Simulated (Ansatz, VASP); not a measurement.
# C: VASP beside Ansatz

```
C
1.0
    -1.23079    1.23079    3.21806
     1.23079   -1.23079    3.21806
     1.23079    1.23079   -3.21806
C
3
Direct
  0.38767 0.38767 0.00000
  0.75000 0.25000 0.50000
  0.61233 0.61233 0.00000
```

Alike in both runs: functional PBE; k mesh 26 × 26 × 26; occupations gaussian, width 0.1 eV; no spin polarisation.

Ansatz relaxed the structure, and its values are those at the end. VASP's run is a single point on that final structure, the one shown.

|  | VASP | Ansatz |
| --- | --- | --- |
| version | VASP 6.6.1 | Ansatz 0.2.0 |
| potentials or method | VASP PAW PBE potentials, release 64 (C), cutoff 520 eV | scalar-relativistic, plane waves, PAW |
| valence electrons in the cell | 12 | 12 |

VASP gave:

| Quantity | Value |
| --- | --- |
| gap on the k mesh at the Fermi level (eV) | none |
| pressure (GPa) | 0.6 |

Q: What did Ansatz give for the same quantities?

A: gap on the k mesh at the Fermi level (eV): none; pressure (GPa): 0.0.

A gap of «none» marks a metal or a gap that the smearing closes.
